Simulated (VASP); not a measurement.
Runs of VASP 6.6.1 on Si. The structure is that of space group P6/mmm (No. 191), or close to it. The cells are those of the table. 

```csv
cell,gap on the mesh (eV),pressure (GPa)
"a = 4.601, b = 4.601, c = 2.644 Å, angles 90.0, 90.0, 120.0°, 3 atoms",none,(a)
"a = 4.546, b = 4.546, c = 2.612 Å, angles 90.0, 90.0, 120.0°, 3 atoms",none,-6.6
"a = 4.371, b = 4.371, c = 2.512 Å, angles 90.0, 90.0, 120.0°, 3 atoms",none,(b)
"a = 4.431, b = 4.431, c = 2.546 Å, angles 90.0, 90.0, 120.0°, 3 atoms",none,0.1
"a = 4.309, b = 4.309, c = 2.476 Å, angles 90.0, 90.0, 120.0°, 3 atoms",none,10.4
```

Alike in all rows: task single point; level PBEsol; potentials or basis VASP PAW PBE potentials, release 64 (Si); no spin polarisation; k mesh 9 × 9 × 14; cutoff (eV) 520; smearing fermi-dirac 0.1 eV.

Fill in the values left out.

(a) -9.0; (b) 4.7.

Caveats: the PAW data sets were made with another functional, which shifts forces and pressure a little.

A gap of «none» marks levels without a gap at the run's occupations.
